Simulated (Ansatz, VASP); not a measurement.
HfSnSe4 in VASP and in Ansatz

```
Hf Sn Se
1.0
     3.82071    0.00000    0.00000
    -1.91035    3.30883    0.00000
     0.00000    0.00000   14.10920
Hf Sn Se
1 1 4
Direct
  0.00000 0.00000 0.50000
  0.00000 0.00000 0.00000
  0.66667 0.33333 0.88580
  0.66667 0.33333 0.38976
  0.33333 0.66667 0.61024
  0.33333 0.66667 0.11420
```

Change from the starting cell: relaxed end of: species swapped into the ZrTiS4 type (P-3m1, No. 164).

Alike in both runs: task relaxation of cell and atoms; functional PBE; k mesh 12 × 12 × 4; occupations gaussian, width 0.02 eV; no spin polarisation.

|  | VASP | Ansatz |
| --- | --- | --- |
| version | VASP 6.6.1 | Ansatz 0.2.0 |
| potentials or method | VASP PAW PBE potentials, release 64 (Hf_pv, Sn_d, Se), cutoff 600 eV | scalar-relativistic, plane waves, PAW |
| valence electrons in the cell | 48 | 104 |

|  | VASP | Ansatz | Ansatz less VASP |
| --- | --- | --- | --- |
| gap on the k mesh at the Fermi level, each at its own relaxed structure (eV) | 0.47 | 0.46 | -0.009 |
| relaxed volume (Å³/atom) | 29.68 | 29.73 | +0.046 |
| relaxed length of the cell vector where the two differ most in proportion (Å) | 3.819 | 3.821 | +0.0020 |

VASP's potentials hold 48 valence electrons a cell and Ansatz's 104, so a difference there can come from the potentials and not from the codes.

Spin-orbit coupling is off throughout.
